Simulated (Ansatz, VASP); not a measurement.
## C in VASP and in Ansatz

INCAR

```
  ALGO = Normal
  EDIFF = 1E-6
  ENCUT = 520
  GGA = PE
  ISIF = 2
  ISMEAR = 0
  IVDW = 12
  LASPH = True
  LCHARG = False
  LREAL = False
  LWAVE = False
  NBANDS = 11
  NELM = 100
  PREC = Accurate
  SIGMA = 0.05
```

The input KPOINTS:

```
k-points
0
Gamma
  15 15 15
```

Contents of POSCAR:

```
C
1.0
    1.2324809262      0.7115731945      3.3609366220
   -1.2324809262      0.7115731945      3.3609366220
    0.0000000000     -1.4231463891      3.3609366220
C
2
Direct
    0.1724246556      0.1724246556      0.1408045775
    0.8275753444      0.8275753444      0.8591954225
```

Input for Ansatz:

```yaml
crystal:
  lattice:
    - [1.2324809262, 0.7115731945, 3.360936622]
    - [-1.2324809262, 0.7115731945, 3.360936622]
    - [0.0, -1.4231463891, 3.360936622]
  atoms:
    - { symbol: C, position: [0.1724246556, 0.1724246556, 0.1408045775] }
    - { symbol: C, position: [0.8275753444, 0.8275753444, 0.8591954225] }
basis:
  ecutwfc: 520.0
kpoints:
  mp_grid: { grid: [15, 15, 15] }
hamiltonian:
  xc: pbe
  pseudopotentials: { kind: paw, azcp: { folder: soft_1 } }
  dispersion: d3bj
scf:
  occupations: { method: gaussian, width: 0.05 }
output:
  forces: true
  stress: true
  eigenvalues: true
```

Change from the starting cell: mode 4 frozen in at -0.048 Å and mode 6 at +0.045 Å (largest displacements).

Alike in both runs: task single point; functional PBE; dispersion D3(BJ); k mesh 15 × 15 × 15; occupations gaussian, width 0.05 eV; no spin polarisation.

|  | VASP | Ansatz |
| --- | --- | --- |
| version | VASP 6.6.1 | Ansatz 0.2.0 |
| potentials or method | VASP PAW PBE potentials, release 64 (C), cutoff 520 eV | scalar-relativistic, plane waves, PAW |
| valence electrons in the cell | 8 | 8 |

|  | VASP | Ansatz | Ansatz less VASP |
| --- | --- | --- | --- |
| gap on the k mesh at the Fermi level (eV) | 0.28 | 0.28 | 0.000 |
| least direct gap on the mesh (eV) | 0.29 | 0.29 | +0.001 |
| pressure (GPa) | 3.1 | 2.7 | -0.39 |
| traceless stress, the component that is largest in VASP (GPa) | 10.56 | 10.15 | -0.407 |
| rms of the force components (eV/Å) | 2.589 | 2.586 | -0.0033 |

Atom by atom the forces differ by 0.005 eV/Å (rms over components).
